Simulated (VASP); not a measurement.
Input of a VASP 6.6.1 run:

INCAR

```
SYSTEM = HfN
  PREC = Accurate
  ENCUT = 520
  EDIFF = 1E-7
  ISMEAR = 0
  SIGMA = 0.05
  LREAL = .False.
  LASPH = .True.
  NELM = 100
  ALGO = Normal
  ISIF = 2
  LWAVE = .False.
  LCHARG = .False.
  GGA = CA
  NBANDS = 14
```

Contents of KPOINTS:

```
regular mesh
0
Gamma
  10 10 10
  0 0 0
```

POSCAR

```
HfN
1.0
    0.0000000000      2.2590026142      2.2590026142
    2.2590026142      0.0000000000      2.2590026142
    2.2590026142      2.2590026142      0.0000000000
Hf N
1 1
Direct
    0.5000000000      0.5000000000      0.5000000000
    0.0000000000      0.0000000000      0.0000000000
```

Potentials or basis: VASP PAW LDA potentials, release 64 (Hf_pv, N).

The run is started by

```console
$ cat potpaw_LDA.64/Hf_pv/POTCAR potpaw_LDA.64/N/POTCAR > POTCAR
$ mpirun -np 1 vasp_std > vasp.out
```

Task: Predict the pressure.

Result: -10.6 GPa.
